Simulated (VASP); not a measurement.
# BeS (Cmcm) in VASP: further runs, part 2 of 2

VASP 6.6.1. The steps go on from the part before.

**3. Relaxation of cell and atoms, PBEsol**

This run uses another cell than the first one, of 14.44 Å³/atom.

File INCAR:

```
SYSTEM = BeS
ALGO     = Normal         ! electronic algorithm
EDIFF    = 1E-6           ! SCF threshold, eV
EDIFFG   = -0.01          ! ionic threshold
ENCUT    = 600            ! plane-wave cutoff, eV
GGA      = PS             ! functional
IBRION   = 2              ! ionic algorithm
ISIF     = 3              ! what is computed and relaxed
ISMEAR   = -1             ! smearing method
LASPH    = .True.         ! aspherical terms in the spheres
LCHARG   = .False.        ! write CHGCAR
LREAL    = .False.        ! projectors in reciprocal space
LWAVE    = .False.        ! write WAVECAR
NELM     = 80             ! most SCF steps
NSW      = 100            ! ionic steps
PREC     = Accurate       ! precision mode
SIGMA    = 0.03           ! smearing width, eV
```

File KPOINTS:

```
k-points
0
Gamma
  6 6 6
  0 0 0
```

File POSCAR:

```
BeS
1.0
    1.6594569900     -4.7483382400      0.0000000000
    1.6594569900      4.7483382400      0.0000000000
    0.0000000000      0.0000000000      3.6652228300
Be S
2 2
Direct
    0.3868549800      0.6131450200      0.7500000000
    0.6131450200      0.3868549800      0.2500000000
    0.8565043900      0.1434956100      0.2500000000
    0.1434956100      0.8565043900      0.7500000000
```

Potentials or basis: VASP PAW PBE potentials, release 64 (Be, S).

Command:

```console
$ cat potpaw_PBE.64/Be/POTCAR potpaw_PBE.64/S/POTCAR > POTCAR
$ mpirun -np 1 vasp_std > vasp.out
```

OUTCAR:

```text
SYSTEM = BeS
   EDIFF = 1E-6
   EDIFFG = -0.01
   ENCUT = 600
   GGA = PS
   IBRION = 2
   ISIF = 3
   ISMEAR = -1
   LASPH = .True.
   LREAL = .False.
   NELM = 80
   NSW = 100
   PREC = Accurate

 ion  position               nearest neighbor table
   1  0.387  0.613  0.750-   4 2.31   3 2.49   3 2.49   3 2.49   3 2.49
   2  0.613  0.387  0.250-   3 2.31   4 2.49   4 2.49   4 2.49   4 2.49
   3  0.857  0.143  0.250-   2 2.31   1 2.49   1 2.49   1 2.49   1 2.49
   4  0.143  0.857  0.750-   1 2.31   2 2.49   2 2.49   2 2.49   2 2.49

  LATTYP: Found a base centered orthorhombic cell.
 ALAT       =     3.3189139800
 B/A-ratio  =     2.8613807219
 C/A-ratio  =     1.1043440270

  Lattice vectors:

 A1 = (   1.6594569900,  -4.7483382400,   0.0000000000)
 A2 = (   1.6594569900,   4.7483382400,   0.0000000000)
 A3 = (   0.0000000000,   0.0000000000,   3.6652228300)

Analysis of symmetry for initial positions (statically):
=====================================================================
 Subroutine PRICEL returns:
 Original cell was already a primitive cell.

 Routine SETGRP: Setting up the symmetry group for a
 base centered orthorhombic supercell.

 Subroutine GETGRP returns: Found  8 space group operations
 (whereof  4 operations were pure point group operations)
 out of a pool of  8 trial point group operations.

The static configuration has the point symmetry C_2h.
 The point group associated with its full space group is D_2h.

Analysis of symmetry for dynamics (positions and initial velocities):
=====================================================================
 Subroutine PRICEL returns:
 Original cell was already a primitive cell.

 Routine SETGRP: Setting up the symmetry group for a
 base centered orthorhombic supercell.

 Subroutine GETGRP returns: Found  8 space group operations
 (whereof  4 operations were pure point group operations)
 out of a pool of  8 trial point group operations.

The dynamic configuration has the point symmetry C_2h.
 The point group associated with its full space group is D_2h.

 Subroutine INISYM returns: Found  8 space group operations
 (whereof  4 operations are pure point group operations),
 and found     1 'primitive' translations

----------------------------------------------------------------------------------------

                                     Primitive cell

  volume of cell :      57.7614

  direct lattice vectors                    reciprocal lattice vectors
     1.659456990 -4.748338240  0.000000000     0.301303380 -0.105299996  0.000000000
     1.659456990  4.748338240  0.000000000     0.301303380  0.105299996  0.000000000
     0.000000000  0.000000000  3.665222830     0.000000000  0.000000000  0.272834708

  length of vectors
     5.029961585  5.029961585  3.665222830     0.319173646  0.319173646  0.272834708

  position of ions in fractional coordinates (direct lattice)
     0.386854980  0.613145020  0.750000000
     0.613145020  0.386854980  0.250000000
     0.856504390  0.143495610  0.250000000
     0.143495610  0.856504390  0.750000000

  ion indices of the primitive-cell ions
   primitive index   ion index
                 1           1
                 2           2
                 3           3
                 4           4

----------------------------------------------------------------------------------------

 KPOINTS: k-points

Automatic generation of k-mesh.
 Grid dimensions read from file:
 generate k-points for:    6    6    6

 Generating k-lattice:

[... 66 lines left out ...]
   NFREE  =      1    steps in history (QN), initial steepest desc. (CG)
   ISIF   =      3    stress and relaxation
   ISYM   =      2    0-nonsym 1-usesym 2-fastsym
   POTIM  = 0.5000    time-step for ionic-motion
   TEBEG  =    0.0;   TEEND  =   0.0 temperature during run
   PSTRESS=    0.0 pullay stress
   NELECT =      16.0000    total number of electrons
   NUPDOWN=      -1.0000    fix difference up-down
   EMIN   =  10.00;   EMAX   =-10.00  energy-range for DOS
   EFERMI =   0.00;   METHOD = LEGACY
   ISMEAR =    -1;   SIGMA  =   0.03  broadening in eV -4-tet -1-fermi 0-gaus
   EFERMI_NEDOS =   21; number of points for ismear=-14 and -15
   IALGO  =     38    algorithm
   IMIX   =      4    mixing-type and parameters
     AMIX     =   0.40;   BMIX     =  1.00
     AMIX_MAG =   1.60;   BMIX_MAG =  1.00
  volume/ion in A,a.u.               =      14.44        97.45
  Fermi-wavevector in a.u.,A,eV,Ry     =   1.067175  2.016668 15.495153  1.138862
  Thomas-Fermi vector in A             =   2.202783
   LORBIT       =      0    0 simple, 1 ext, 2 COOP (PROOUT), +10 PAW based schemes
   GGA     = PS    functional components
   LHFCALC =     F    Hartree Fock is set to
   AEXX    =    0.0000 exact exchange contribution
   IVDW    =     0    specifies the selected vdW correction
   LEPSILON=     F    determine dielectric tensor
   LRPA    =     F    only Hartree local field effects (RPA)
 conjugate gradient relaxation of ions
 non-spin polarized calculation
  energy-cutoff  :      600.00
  volume of cell :       57.76
 maximum number of plane-waves:      1956
   NGX = 21   NGY = 21   NGZ = 15

--------------------------------------- Ionic step        1  -------------------------------------------

 number of electron      16.0000000 magnetization

 Free energy of the ion-electron system (eV)
  ---------------------------------------------------
  ext. energy  EPLUGINS =         0.00000000
  ---------------------------------------------------
  free energy    TOTEN  =       -17.25598299 eV

  energy without entropy =      -17.25592535  energy(sigma->0) =      -17.25595417

------------------------ aborting loop because EDIFF is reached ----------------------------------------

  FORCE on cell =-STRESS in cart. coord.  units (eV):
  Direction    XX          YY          ZZ          XY          YZ          ZX
  --------------------------------------------------------------------------------------
  -------------------------------------------------------------------------------------
  Total       -3.6642489     -3.0964735     -6.7241739      0.0000000      0.0000000      0.0000000
  in kB     -101.6383290    -85.8894696   -186.5140247      0.0000000      0.0000000      0.0000000
  external PRESSURE =    -124.6806078 kB  Pullay stress =       0.0000000 kB
[... 95 lines left out ...]
  FREE ENERGIE OF THE ION-ELECTRON SYSTEM (eV)
  ---------------------------------------------------
  free  energy   TOTEN  =       -17.8401982010 eV

  energy  without entropy=      -17.8401387957  energy(sigma->0) =      -17.84016850

 E-fermi :   6.3526     XC(G=0): -10.2274

 val. band max:        6.0263913071   @ k =   0.1667   0.1667   0.0000
 cond. band min:       6.7038857891   @ k =   0.3333   0.1667   0.5000
 fundamental gap:      0.6774944821
 Fermi energy:         6.3526241150

 k-point     1 :       0.0000    0.0000    0.0000
  band No.  band energies     occupation
      1      -9.1876      2.00000
      2      -7.1158      2.00000
      3      -0.7550      2.00000
      4       3.0522      2.00000
      5       3.5941      2.00000
      6       4.0370      2.00000
      7       5.2353      2.00000
      8       5.5004      2.00000
      9       9.1870      0.00000
     10       9.1960      0.00000
     11      10.7940      0.00000
     12      12.4814      0.00000
[... 333 lines left out ...]
      1      -8.2713      2.00000
      2      -7.3922      2.00000
      3       1.1828      2.00000
      4       1.5500      2.00000
      5       2.1221      2.00000
      6       3.2466      2.00000
      7       3.5083      2.00000
      8       4.4009      2.00000
      9       9.6256      0.00000
     10      10.6205      0.00000
     11      11.5115      0.00000
     12      11.8084      0.00000

 [... further k-points ...]

[... ionic steps 4 to 36 ...]

--------------------------------------- Ionic step       37  -------------------------------------------

 number of electron      15.9999999 magnetization

------------------------ aborting loop because EDIFF is reached ----------------------------------------
[... 71 lines left out ...]
--------------------------------------- Ionic step       39  -------------------------------------------

 number of electron      16.0000000 magnetization

 Free energy of the ion-electron system (eV)
  ---------------------------------------------------
  ext. energy  EPLUGINS =         0.00000000
  ---------------------------------------------------
  free energy    TOTEN  =       -19.10192162 eV

  energy without entropy =      -19.10192162  energy(sigma->0) =      -19.10192162

 E-fermi :   4.8853     XC(G=0):  -9.3708

 val. band max:        4.3514226442   @ k =   0.1667   0.1667   0.0000
 cond. band min:       5.4257746137   @ k =   0.3333   0.1667   0.5000
 fundamental gap:      1.0743519695
 Fermi energy:         4.8852774181

 k-point     1 :       0.0000    0.0000    0.0000
  band No.  band energies     occupation
      1     -10.5144      2.00000
      2      -8.8002      2.00000
      3      -1.6979      2.00000
      4       1.8496      2.00000
      5       1.8951      2.00000
      6       2.9355      2.00000
      7       3.5414      2.00000
      8       3.6217      2.00000
      9       7.7493      0.00000
     10       8.2105      0.00000
     11       9.3356      0.00000
     12       9.4928      0.00000
[... 376 lines left out ...]
  FREE ENERGIE OF THE ION-ELECTRON SYSTEM (eV)
  ---------------------------------------------------
  free  energy   TOTEN  =       -19.1019216221 eV

  energy  without entropy=      -19.1019216203  energy(sigma->0) =      -19.10192162

 reached required accuracy - stopping structural energy minimisation
```

Wall time 24 min (1 thread of Intel Xeon 8259CL, shared host); peak memory 0.24 GiB.

What came out:

```
Free energy                           : -19.1019 eV
Relaxed volume                        : 15.43 Å³/atom
Relaxed cell                          : a = 6.412 Å, b = 6.412 Å, c = 3.151 Å, α = 90.00°, β = 90.00°, γ = 151.56°
Space group after relaxing (to 0.1 Å) : Cmcm (No. 63)
Energy gained by relaxing             : 461.5 meV/atom
Ionic steps                           : 39
Pressure after relaxing               : 0.0 GPa
Largest force after relaxing          : 0.005 eV/Å
Band gap on the k mesh                : 1.07 eV (least direct gap 3.18 eV)
```

Forces in eV/Å, atoms in the order of the input:
```
Be   0.000  0.000  0.000
Be   0.000  0.000  0.000
S    0.000  0.005  0.000
S    0.000 -0.005  0.000
```

Step by step:
```tsv
step	energy change (eV)	largest force (eV/Å)	pressure (GPa)	volume (Å³)
1	0.0000	1.2576	-12.47	57.76
2	-0.5802	0.8989	2.13	48.84
3	-0.5842	0.8525	3.85	48.17
4	-0.7943	0.9349	4.48	48.38
5	-1.0335	0.9963	8.30	48.54
6	-1.1756	1.0023	5.85	49.93
7	-1.4735	0.9265	-0.36	54.19
8	-1.4026	1.6879	-9.08	63.12
9	-1.5783	0.8495	-3.84	57.19
10	-1.7102	0.6696	-2.25	56.82
11	-1.7799	0.3557	0.42	56.31
12	-1.8120	0.0756	1.26	56.42
13	-1.8149	0.0619	1.67	56.46
14	-1.8244	0.0718	0.28	57.43
15	-1.8249	0.1135	-0.15	57.74
16	-1.8289	0.1294	-0.15	57.97
17	-1.8350	0.1771	-0.05	58.64
18	-1.8388	0.0717	0.34	58.81
19	-1.8402	0.0516	0.81	59.00
20	-1.8424	0.0532	0.36	59.68
21	-1.8427	0.0555	-0.25	60.68
22	-1.8429	0.0556	-0.04	60.32
23	-1.8444	0.0214	-0.26	60.66
24	-1.8445	0.0554	-0.38	60.81
25	-1.8451	0.0273	0.13	60.69
26	-1.8451	0.0283	0.08	60.70
27	-1.8453	0.0096	0.13	60.74
28	-1.8453	0.0097	0.15	60.76
29	-1.8454	0.0041	-0.03	60.94
30	-1.8454	0.0054	-0.04	60.95
31	-1.8455	0.0152	-0.06	61.01
32	-1.8456	0.0316	-0.07	61.11
33	-1.8456	0.0247	-0.02	61.12
34	-1.8457	0.0071	0.14	61.15
35	-1.8458	0.0032	0.12	61.24
36	-1.8459	0.0119	0.04	61.51
37	-1.8459	0.0045	-0.05	61.66
38	-1.8459	0.0077	-0.08	61.70
39	-1.8459	0.0047	-0.01	61.71
```

Final structure:
```
CELL_PARAMETERS angstrom
1.57517 -6.21597 0.00000
1.57517 6.21597 0.00000
0.00000 0.00000 3.15112
ATOMIC_POSITIONS crystal
Be 0.31426 0.68574 0.75000
Be 0.68574 0.31426 0.25000
S 0.85449 0.14551 0.25000
S 0.14551 0.85449 0.75000
```

Caveat: a cell axis changed by over 15 % at a fixed basis, so the end point is rough; the PAW data sets were made with another functional, which shifts forces and pressure a little. A k mesh can miss the band edges.
